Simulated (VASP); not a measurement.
# Cu (Fd-3m) in VASP: density of states with PBEsol

Aim: the density of states of Cu with PBEsol.

Program: VASP 6.6.1. These are calculated values, not measurements. Logs are shortened: lines on timing, memory, paths and dates and some standing lists are left out, and cuts for length are marked.

## 1. The cell of the first run

The structure is cubic, space group Fd-3m (No. 227). The conventional cell has a = 4.601 Å, b = 4.601 Å, c = 4.601 Å, α = 90.00°, β = 90.00°, γ = 90.00°. Cu (site symmetry -43m) has 4 Cu at 1.99 Å within 2.6 Å.

## 2. Density of states, PBEsol (volume scaled by 0.68)

Input file POSCAR:

```
Cu
1.0
    0.0000000000      2.3003605596      2.3003605596
    2.3003605596      0.0000000000      2.3003605596
    2.3003605596      2.3003605596      0.0000000000
Cu
2
Direct
   -0.1250000000     -0.1250000000     -0.1250000000
    0.1250000000      0.1250000000      0.1250000000
```

Input file INCAR.step1:

```
PREC = Accurate
ENCUT = 520
EDIFF = 1E-7
ISMEAR = -1
SIGMA = 0.1
LREAL = False
LASPH = True
NELM = 80
ALGO = Normal
ISIF = 2
LWAVE = False
LCHARG = True
LMAXMIX = 4
GGA = PS
NBANDS = 18
```

Input file KPOINTS.step1:

```
regular mesh
0
Gamma
  14 14 14
```

Input file INCAR.step2:

```
PREC = Accurate
ENCUT = 520
EDIFF = 1E-7
ISMEAR = -5
SIGMA = 0.1
LREAL = False
LASPH = True
NELM = 80
ALGO = Normal
ISIF = 2
LWAVE = False
LCHARG = False
LMAXMIX = 4
GGA = PS
LORBIT = 11
NEDOS = 1001
ICHARG = 11
```

Input file KPOINTS.step2:

```
regular mesh
0
Gamma
  21 21 21
```

Potentials or basis: VASP PAW PBE potentials, release 64 (Cu).

On the command line:

```sh
$ cat potpaw_PBE.64/Cu/POTCAR > POTCAR
$ cp INCAR.step1 INCAR
$ cp KPOINTS.step1 KPOINTS
$ mpirun -np 1 vasp_std > vasp.out
$ cp INCAR.step2 INCAR
$ cp KPOINTS.step2 KPOINTS
$ mpirun -np 1 vasp_std > vasp.out
```

OUTCAR:

```text
PREC = Accurate
   ENCUT = 520
   EDIFF = 1E-7
   ISMEAR = -5
   LREAL = False
   LASPH = True
   NELM = 80
   ISIF = 2
   GGA = PS
   LORBIT = 11
   ICHARG = 11

 ion  position               nearest neighbor table
   1  0.875  0.875  0.875-   2 1.99   2 1.99   2 1.99   2 1.99
   2  0.125  0.125  0.125-   1 1.99   1 1.99   1 1.99   1 1.99

  LATTYP: Found a face centered cubic cell.
 ALAT       =     4.6007211192

  Lattice vectors:

 A1 = (   0.0000000000,   2.3003605596,   2.3003605596)
 A2 = (   2.3003605596,   0.0000000000,   2.3003605596)
 A3 = (   2.3003605596,   2.3003605596,   0.0000000000)

Analysis of symmetry for initial positions (statically):
=====================================================================
 Subroutine PRICEL returns:
 Original cell was already a primitive cell.

 Routine SETGRP: Setting up the symmetry group for a
 face centered cubic supercell.

 Subroutine GETGRP returns: Found 48 space group operations
 (whereof 12 operations were pure point group operations)
 out of a pool of 48 trial point group operations.

The static configuration has the point symmetry D_3d.
 The point group associated with its full space group is O_h .

Analysis of symmetry for dynamics (positions and initial velocities):
=====================================================================
 Subroutine PRICEL returns:
 Original cell was already a primitive cell.

 Routine SETGRP: Setting up the symmetry group for a
 face centered cubic supercell.

 Subroutine GETGRP returns: Found 48 space group operations
 (whereof 12 operations were pure point group operations)
 out of a pool of 48 trial point group operations.

The dynamic configuration has the point symmetry D_3d.
 The point group associated with its full space group is O_h .

 Subroutine INISYM returns: Found 48 space group operations
 (whereof 12 operations are pure point group operations),
 and found     1 'primitive' translations

----------------------------------------------------------------------------------------

                                     Primitive cell

  volume of cell :      24.3454

  direct lattice vectors                    reciprocal lattice vectors
     0.000000000  2.300360560  2.300360560    -0.217357230  0.217357230  0.217357230
     2.300360560  0.000000000  2.300360560     0.217357230 -0.217357230  0.217357230
     2.300360560  2.300360560  0.000000000     0.217357230  0.217357230 -0.217357230

  length of vectors
     3.253201102  3.253201102  3.253201102     0.376473766  0.376473766  0.376473766

  position of ions in fractional coordinates (direct lattice)
[... 101 lines left out ...]
     AMIX_MAG =   1.60;   BMIX_MAG =  1.00
  volume/ion in A,a.u.               =      12.17        82.15
  Fermi-wavevector in a.u.,A,eV,Ry     =   1.582741  2.990947 34.083528  2.505069
  Thomas-Fermi vector in A             =   2.682618
   LORBIT       =     11    0 simple, 1 ext, 2 COOP (PROOUT), +10 PAW based schemes
   GGA     = PS    functional components
   LHFCALC =     F    Hartree Fock is set to
   AEXX    =    0.0000 exact exchange contribution
   IVDW    =     0    specifies the selected vdW correction
   LEPSILON=     F    determine dielectric tensor
   LRPA    =     F    only Hartree local field effects (RPA)
 non-spin polarized calculation
 Fermi weights with tetrahedron method with Bloechl corrections
  energy-cutoff  :      520.00
  volume of cell :       24.35
 maximum number of plane-waves:       670

 number of electron      21.9999994 magnetization

 Free energy of the ion-electron system (eV)
  ---------------------------------------------------
  ext. energy  EPLUGINS =         0.00000000
  ---------------------------------------------------
  free energy    TOTEN  =        -4.56239773 eV

  energy without entropy =       -4.56239773  energy(sigma->0) =       -4.56239773

 E-fermi :   7.3305     XC(G=0): -12.4639

 val. band max:        7.4082676986   @ k =  -0.3333   0.3810   0.1429
 cond. band min:       7.3088029802   @ k =  -0.3810   0.2857   0.0476
 fundamental gap:     -0.0994647184
 Fermi energy:         7.3304681781

 k-point     1 :       0.0000    0.0000    0.0000
  band No.  band energies     occupation
      1      -1.9520      2.00000
      2       2.2540      2.00000
      3       2.2540      2.00000
      4       2.3760      2.00000
      5       2.3760      2.00000
      6       2.3760      2.00000
      7       4.3128      2.00000
      8       4.3128      2.00000
      9       4.3128      2.00000
     10       5.6650      2.00000
     11       5.6650      2.00000
     12      20.7247      0.00000
     13      20.7247      0.00000
     14      20.7248      0.00000
[... 401 lines left out ...]
      2       2.1076      2.00000
      3       2.2493      2.00000
      4       2.4788      2.00000
      5       2.5815      2.00000
      6       2.7076      2.00000
      7       3.7816      2.00000
      8       4.5494      2.00000
      9       4.7671      2.00000
     10       5.4464      2.00000
     11       5.5922      2.00000
     12       8.4195      0.00000
     13      16.2466      0.00000
     14      17.1683      0.00000
     15      20.0594      0.00000

 [... further k-points ...]

------------------------ aborting loop because EDIFF is reached ----------------------------------------

  FORCE on cell =-STRESS in cart. coord.  units (eV):
  Direction    XX          YY          ZZ          XY          YZ          ZX
  --------------------------------------------------------------------------------------
  -------------------------------------------------------------------------------------
  Total       10.4043804     10.4043804     10.4043804     -0.0000000      0.0000000      0.0000000
  in kB      684.7137805    684.7137805    684.7137805     -0.0000000      0.0000000      0.0000000
  external PRESSURE =     684.7137805 kB  Pullay stress =       0.0000000 kB

 VOLUME and BASIS-vectors are now :
 -----------------------------------------------------------------------------
  energy-cutoff  :      520.00
  volume of cell :       24.35
      direct lattice vectors                 reciprocal lattice vectors
     0.000000000  2.300360560  2.300360560    -0.217357230  0.217357230  0.217357230
     2.300360560  0.000000000  2.300360560     0.217357230 -0.217357230  0.217357230
     2.300360560  2.300360560  0.000000000     0.217357230  0.217357230 -0.217357230

 POSITION                                       TOTAL-FORCE (eV/Angst)
 -----------------------------------------------------------------------------------
      4.02563      4.02563      4.02563        -0.000000     -0.000000     -0.000000
      0.57509      0.57509      0.57509         0.000000      0.000000      0.000000
 -----------------------------------------------------------------------------------
    total drift:                                0.000000      0.000000      0.000000

  FREE ENERGIE OF THE ION-ELECTRON SYSTEM (eV)
  ---------------------------------------------------
  free  energy   TOTEN  =        -4.5623977296 eV

  energy  without entropy=       -4.5623977296  energy(sigma->0) =       -4.56239773

 total charge

# of ion       s       p       d       tot
------------------------------------------
    1        0.641   0.504   9.302  10.448
    2        0.641   0.504   9.302  10.448
--------------------------------------------------
tot          1.283   1.009  18.605  20.896
```

OUTCAR.step1:

```text
PREC = Accurate
   ENCUT = 520
   EDIFF = 1E-7
   ISMEAR = -1
   LREAL = False
[... 727 lines left out ...]
      4.02563      4.02563      4.02563         0.000000      0.000000     -0.000000
      0.57509      0.57509      0.57509        -0.000000     -0.000000      0.000000
 -----------------------------------------------------------------------------------
    total drift:                                0.000000      0.000000      0.000000

  FREE ENERGIE OF THE ION-ELECTRON SYSTEM (eV)
  ---------------------------------------------------
  free  energy   TOTEN  =        -4.5726623276 eV

  energy  without entropy=       -4.5506995425  energy(sigma->0) =       -4.56168094
```

It took 48 s on 1 thread of AMD EPYC 9R45 (Zen 5), shared host; peak memory 0.17 GiB.

Results:

* Valence electrons inside the program's atomic spheres: Cu 10.45

Levels at points of the mesh, in eV from the Fermi level:
```tsv
k point	band 8	band 9	band 10	band 11	band 12	band 13	band 14	band 15
(0.00, 0.00, 0.00)	-3.02	-3.02	-1.67	-1.67	13.39	13.39	13.39	13.73
```

Caveat: the PAW data sets were made with another functional, which shifts forces and pressure a little; tetrahedron occupations give inexact forces and stress in metals.
